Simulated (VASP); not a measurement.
Crystal: CdS.

```
Cd S
1.0
     0.00000    2.56399    2.72678
     2.56399    0.00000    2.72678
     2.56399    2.56399    0.00000
Cd S
1 1
Direct
  0.00000 0.00000 0.00000
  0.50000 0.50000 0.50000
```

This cell differs from its parent crystal: biaxial xy strain -6.0%.

Base run:

* Program: VASP 6.6.1
* Functional: PBE
* Potentials or basis: VASP PAW PBE potentials, release 64 (Cd, S)
* Cutoff: 520 eV
* k mesh: 8 × 8 × 8
* Occupations: fermi-dirac, width 0.02 eV
* Spin: no spin polarisation

Its results: band gap on the k mesh zero (band 9 reaches 4.56 eV, above the bottom of band 10 at 4.45 eV); pressure 16.4 GPa.

Problem. The run is repeated on the same cell with these changes: functional from PBE to r2SCAN. What comes out?

Solution. Band gap on the k mesh 0.34 eV, indirect (least direct gap 3.15 eV); pressure 15.2 GPa.

r2SCAN gives the wider gap, since meta-GGAs in the generalised Kohn-Sham scheme recover part of the derivative discontinuity.

Caveats: the PAW data sets were made with another functional, which shifts forces and pressure a little (some runs).

A k mesh can miss the band edges.
